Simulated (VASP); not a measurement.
# BN (P3m1) in VASP: a series of runs

BN is run at these levels: PBE; tasks: single point.

Everything below comes from runs of VASP 6.6.1. Logs are shortened: lines on timing, memory, paths and dates and some standing lists are left out, and cuts for length are marked.

## Step 1: The cell of the first run

Symmetry: P3m1, No. 156, trigonal system. Conventional cell: a = 2.555 Å, b = 2.555 Å, c = 17.174 Å, α = 90.00°, β = 90.00°, γ = 120.00°. Within 2.1 Å of B (site symmetry 3m) lie 4 N at 1.57 to 1.58 Å. Within 2.1 Å of B (site symmetry 3m) lie 4 N at 1.57 to 1.58 Å. Within 2.1 Å of B (site symmetry 3m) lie 4 N at 1.57 to 1.58 Å. B (site symmetry 3m) has 3 N at 1.57 Å within 2.1 Å. Within 2.1 Å of B (site symmetry 3m) lie 4 N at 1.57 to 1.58 Å. Within 2.1 Å of B (site symmetry 3m) lie 4 N at 1.57 to 1.58 Å. N (site symmetry 3m) has 4 B at 1.57 to 1.58 Å within 2.1 Å. N (site symmetry 3m) has 4 B at 1.57 to 1.58 Å within 2.1 Å.

## Step 2: Single point, PBE

Input file INCAR:

```
ALGO     = Normal         # electronic algorithm
EDIFF    = 1E-6           # SCF threshold, eV
ENCUT    = 520            # plane-wave cutoff, eV
GGA      = PE             # functional
ISIF     = 2              # what is computed and relaxed
ISMEAR   = 0              # smearing method
LASPH    = T              # aspherical terms in the spheres
LCHARG   = F              # write CHGCAR
LREAL    = F              # projectors in reciprocal space
LWAVE    = F              # write WAVECAR
NBANDS   = 36             # bands
NELM     = 100            # most SCF steps
PREC     = Accurate       # precision mode
SIGMA    = 0.05           # smearing width, eV
```

Input file KPOINTS:

```
k-points
0
Gamma
  10 10 2
```

Input file POSCAR:

```
BN
1.0
   -2.5545800960      0.0000000000      0.0000000000
   -1.2772900480     -2.2123312592      0.0000000000
    0.0000000000      0.0000000000     17.1735436055
B N
6 6
Direct
    0.6666666667      0.6666666667      0.1690824483
    0.6666666667      0.6666666667      0.4150721306
    0.6666666667      0.6666666667      0.6610618129
    0.3333333333      0.3333333333      0.0460876072
    0.3333333333      0.3333333333      0.2920772895
    0.3333333333      0.3333333333      0.5380669717
    0.6666666667      0.6666666667      0.0769318329
    0.6666666667      0.6666666667      0.3229215152
    0.6666666667      0.6666666667      0.5689111975
    0.3333333333      0.3333333333      0.6919060386
    0.3333333333      0.3333333333      0.1999266741
    0.3333333333      0.3333333333      0.4459163564
```

Potentials or basis: VASP PAW PBE potentials, release 64 (B, N).

Command:

```bash
cat potpaw_PBE.64/B/POTCAR potpaw_PBE.64/N/POTCAR > POTCAR
mpirun -np 1 vasp_std > vasp.out
```

OUTCAR:

```text
EDIFF = 1E-6
   ENCUT = 520
   GGA = PE
   ISIF = 2
   ISMEAR = 0
   LASPH = T
   LREAL = F
   NELM = 100
   PREC = Accurate

 ion  position               nearest neighbor table
   1  0.667  0.667  0.169-  11 1.57  11 1.57  11 1.57   7 1.58
   2  0.667  0.667  0.415-  12 1.57  12 1.57  12 1.57   8 1.58
   3  0.667  0.667  0.661-  10 1.57  10 1.57  10 1.57   9 1.58
   4  0.333  0.333  0.046-   7 1.57   7 1.57   7 1.57
   5  0.333  0.333  0.292-   8 1.57   8 1.57   8 1.57  11 1.58
   6  0.333  0.333  0.538-   9 1.57   9 1.57   9 1.57  12 1.58
   7  0.667  0.667  0.077-   4 1.57   4 1.57   4 1.57   1 1.58
   8  0.667  0.667  0.323-   5 1.57   5 1.57   5 1.57   2 1.58
   9  0.667  0.667  0.569-   6 1.57   6 1.57   6 1.57   3 1.58
  10  0.333  0.333  0.692-   3 1.57   3 1.57   3 1.57
  11  0.333  0.333  0.200-   1 1.57   1 1.57   1 1.57   5 1.58
  12  0.333  0.333  0.446-   2 1.57   2 1.57   2 1.57   6 1.58

  LATTYP: Found a hexagonal cell.
 ALAT       =     2.5545800961
 C/A-ratio  =     6.7226483257

  Lattice vectors:

 A1 = (   1.2772900480,   2.2123312592,   0.0000000000)
 A2 = (  -2.5545800960,   0.0000000000,   0.0000000000)
 A3 = (   0.0000000000,   0.0000000000,  17.1735436055)

Analysis of symmetry for initial positions (statically):
=====================================================================
 Subroutine PRICEL returns:
 Original cell was already a primitive cell.

 Routine SETGRP: Setting up the symmetry group for a
 hexagonal supercell.

 Subroutine GETGRP returns: Found  6 space group operations
 (whereof  6 operations were pure point group operations)
 out of a pool of 24 trial point group operations.

The static configuration has the point symmetry C_3v.

Analysis of symmetry for dynamics (positions and initial velocities):
=====================================================================
 Subroutine PRICEL returns:
 Original cell was already a primitive cell.

 Routine SETGRP: Setting up the symmetry group for a
 hexagonal supercell.

 Subroutine GETGRP returns: Found  6 space group operations
 (whereof  6 operations were pure point group operations)
 out of a pool of 24 trial point group operations.

The dynamic configuration has the point symmetry C_3v.

 Subroutine INISYM returns: Found  6 space group operations
 (whereof  6 operations are pure point group operations),
 and found     1 'primitive' translations

[... 117 lines left out ...]
   NSW    =      0    number of steps for IOM
   IBRION =     -1    ionic relax: 0-MD 1-quasi-New 2-CG
   NFREE  =      0    steps in history (QN), initial steepest desc. (CG)
   ISIF   =      2    stress and relaxation
   ISYM   =      2    0-nonsym 1-usesym 2-fastsym
   POTIM  = 0.5000    time-step for ionic-motion
   TEBEG  =    0.0;   TEEND  =   0.0 temperature during run
   PSTRESS=    0.0 pullay stress
   NELECT =      48.0000    total number of electrons
   NUPDOWN=      -1.0000    fix difference up-down
   EMIN   =  10.00;   EMAX   =-10.00  energy-range for DOS
   EFERMI =   0.00;   METHOD = LEGACY
   ISMEAR =     0;   SIGMA  =   0.05  broadening in eV -4-tet -1-fermi 0-gaus
   EFERMI_NEDOS =   21; number of points for ismear=-14 and -15
   IALGO  =     38    algorithm
   IMIX   =      4    mixing-type and parameters
     AMIX     =   0.40;   BMIX     =  1.00
     AMIX_MAG =   1.60;   BMIX_MAG =  1.00
  volume/ion in A,a.u.               =       8.09        54.58
  Fermi-wavevector in a.u.,A,eV,Ry     =   1.294629  2.446494 22.804243  1.676065
  Thomas-Fermi vector in A             =   2.426200
   LORBIT       =      0    0 simple, 1 ext, 2 COOP (PROOUT), +10 PAW based schemes
   GGA     = PE    functional components
   LHFCALC =     F    Hartree Fock is set to
   AEXX    =    0.0000 exact exchange contribution
   IVDW    =     0    specifies the selected vdW correction
   LEPSILON=     F    determine dielectric tensor
   LRPA    =     F    only Hartree local field effects (RPA)
 non-spin polarized calculation
 Gauss-broadening in eV      SIGMA  =   0.05
  energy-cutoff  :      520.00
  volume of cell :       97.06
 maximum number of plane-waves:      2638
   NGX =  9   NGY =  9   NGZ = 63

 number of electron      48.0000005 magnetization

 Free energy of the ion-electron system (eV)
  ---------------------------------------------------
  ext. energy  EPLUGINS =         0.00000000
  ---------------------------------------------------
  free energy    TOTEN  =       -99.66254471 eV

  energy without entropy =      -99.64819555  energy(sigma->0) =      -99.65537013

 E-fermi :   4.7552     XC(G=0): -10.3647

 val. band max:        4.7474083741   @ k =   0.5000   0.2000   0.0000
 cond. band min:       4.7553522028   @ k =   0.2000   0.1000   0.0000
 fundamental gap:      0.0079438287
 Fermi energy:         4.7551584571

 k-point     1 :       0.0000    0.0000    0.0000
  band No.  band energies     occupation
      1     -17.4065      2.00000
      2     -16.4194      2.00000
      3     -15.5272      2.00000
      4     -14.5813      2.00000
      5     -13.4691      2.00000
      6     -11.3563      2.00000
[... 925 lines left out ...]
     35      14.6076      0.00000
     36      14.9823      0.00000

 [... further k-points ...]
[... 5 lines left out ...]
  --------------------------------------------------------------------------------------
  -------------------------------------------------------------------------------------
  Total       -2.2615409     -2.2615409      0.7188286      0.0000000      0.0000000      0.0000000
  in kB      -37.3323583    -37.3323583     11.8660550      0.0000000      0.0000000      0.0000000
  external PRESSURE =     -20.9328872 kB  Pullay stress =       0.0000000 kB

 VOLUME and BASIS-vectors are now :
 -----------------------------------------------------------------------------
  energy-cutoff  :      520.00
  volume of cell :       97.06
      direct lattice vectors                 reciprocal lattice vectors
    -2.554580096  0.000000000  0.000000000    -0.391453766  0.226005937  0.000000000
    -1.277290048 -2.212331259  0.000000000     0.000000000 -0.452011875  0.000000000
     0.000000000  0.000000000 17.173543606     0.000000000  0.000000000  0.058229101

 POSITION                                       TOTAL-FORCE (eV/Angst)
 -----------------------------------------------------------------------------------
     -2.55458     -1.47489      2.90374         0.000000     -0.000000      0.768163
     -2.55458     -1.47489      7.12826         0.000000      0.000000      0.582364
     -2.55458     -1.47489     11.35277         0.000000      0.000000      2.868075
     -1.27729     -0.73744      0.79149         0.000000      0.000000      0.794741
     -1.27729     -0.73744      5.01600         0.000000      0.000000      0.530788
     -1.27729     -0.73744      9.24052        -0.000000      0.000000      0.788429
     -2.55458     -1.47489      1.32119         0.000000      0.000000     -1.318338
     -2.55458     -1.47489      5.54571        -0.000000      0.000000     -0.552753
     -2.55458     -1.47489      9.77022        -0.000000     -0.000000     -1.217802
     -1.27729     -0.73744     11.88248        -0.000000      0.000000     -2.127856
     -1.27729     -0.73744      3.43345         0.000000     -0.000000     -0.497412
     -1.27729     -0.73744      7.65796        -0.000000     -0.000000     -0.618400
 -----------------------------------------------------------------------------------
    total drift:                               -0.000000     -0.000000     -0.007071

  FREE ENERGIE OF THE ION-ELECTRON SYSTEM (eV)
  ---------------------------------------------------
  free  energy   TOTEN  =       -99.6625447115 eV

  energy  without entropy=      -99.6481955500  energy(sigma->0) =      -99.65537013
```

stdout:

```text
POSCAR found type information on POSCAR B N
 POSCAR found :  2 types and      12 ions
 scaLAPACK will be used
 LDA part: xc-table for (Slater+PW92), standard interpolation
 POSCAR, INCAR and KPOINTS ok, starting setup
 FFT: planning ... GRIDC
 FFT: planning ... GRID_SOFT
 FFT: planning ... GRID
 WAVECAR not read
 entering main loop
```

Run time: 5.2 min. Hardware: 1 thread of Intel Xeon 6975P-C, shared host; peak memory 0.24 GiB.

What came out:

```
Free energy            : -99.6625 eV
Pressure               : -2.1 GPa
Largest force          : 2.868 eV/Å
Band gap on the k mesh : zero (band 24 reaches 5.16 eV, above the bottom of band 25 at 4.68 eV)
```

Forces on the atoms (eV/Å):
```
B    0.000  0.000  0.768
B    0.000  0.000  0.582
B    0.000  0.000  2.868
B    0.000  0.000  0.795
B    0.000  0.000  0.531
B    0.000  0.000  0.788
N    0.000  0.000 -1.318
N    0.000  0.000 -0.553
N    0.000  0.000 -1.218
N    0.000  0.000 -2.128
N    0.000  0.000 -0.497
N    0.000  0.000 -0.618
```

Stress tensor (GPa, compression positive):
```
-3.73  0.00  0.00
 0.00 -3.73  0.00
 0.00  0.00  1.19
```

Caveat: forces of over 1 eV/Å act on the atoms, so gaps and moduli don't describe the material at rest.

## Step 3: Single point, PBE

This run uses another cell than the first one, of 8.79 Å³/atom, 1.087 times its volume.

Input file INCAR:

```
  PREC = Accurate
  ENCUT = 520
  EDIFF = 1E-7
  ISMEAR = 0
  SIGMA = 0.05
  LREAL = False
  LASPH = True
  NELM = 80
  ALGO = Normal
  ISIF = 2
  LWAVE = False
  LCHARG = False
  GGA = PE
  NBANDS = 36
```

Input file KPOINTS:

```
Automatic mesh
0
Gamma
  10 10 2
```

Input file POSCAR:

```
BN
1.0
   -2.5545800960      0.0000000000      0.0000000000
   -1.2772900480     -2.2123312592      0.0000000000
    0.0000000000      0.0000000000     18.6735436055
B N
6 6
Direct
    0.6666666667      0.6666666667      0.1555004696
    0.6666666667      0.6666666667      0.3817304034
    0.6666666667      0.6666666667      0.6079603373
    0.3333333333      0.3333333333      0.0423855026
    0.3333333333      0.3333333333      0.2686154365
    0.3333333333      0.3333333333      0.4948453704
    0.6666666667      0.6666666667      0.0707520873
    0.6666666667      0.6666666667      0.2969820212
    0.6666666667      0.6666666667      0.5232119551
    0.3333333333      0.3333333333      0.6363269220
    0.3333333333      0.3333333333      0.1838670543
    0.3333333333      0.3333333333      0.4100969881
```

Potentials or basis: VASP PAW PBE potentials, release 64 (B, N).

Command:

```bash
cat potpaw_PBE.64/B/POTCAR potpaw_PBE.64/N/POTCAR > POTCAR
mpirun -np 1 vasp_std > vasp.out
```

Run time: 7.1 min. Hardware: 1 thread of Intel Xeon 6975P-C, shared host; peak memory 0.26 GiB.

It converged, with:

```yaml
Free_energy: -99.6516 eV
Pressure: -1.9 GPa
Largest_force: 2.899 eV/Å
Band_gap_on_the_k_mesh: zero (band 24 reaches 4.23 eV, above the bottom of band 25 at 3.75 eV)
```

Forces in eV/Å, atoms in the order of the input:
```
B    0.000  0.000  0.758
B    0.000  0.000  0.571
B    0.000  0.000  2.899
B    0.000  0.000  0.793
B    0.000  0.000  0.519
B    0.000  0.000  0.783
N    0.000  0.000 -1.302
N    0.000  0.000 -0.542
N    0.000  0.000 -1.217
N    0.000  0.000 -2.166
N    0.000  0.000 -0.487
N    0.000  0.000 -0.609
```

Stress tensor (GPa, compression positive):
```
-3.40  0.00  0.00
 0.00 -3.40  0.00
 0.00  0.00  1.14
```

Levels at points of the mesh, in eV from the Fermi level:
```tsv
k point	band 22	band 23	band 24	band 25	band 26	band 27
(0.00, 0.00, 0.00)	-0.43	-0.21	0.40	0.40	5.60	6.43
(0.50, 0.00, 0.00)	-3.67	-2.04	-0.21	0.12	4.36	4.93
(0.00, 0.00, 0.50)	-0.45	-0.20	0.40	0.40	5.59	6.43
(0.50, 0.00, 0.50)	-3.67	-2.04	-0.21	0.12	4.36	4.93
```

Caveat: forces of over 1 eV/Å act on the atoms, so gaps and moduli don't describe the material at rest.
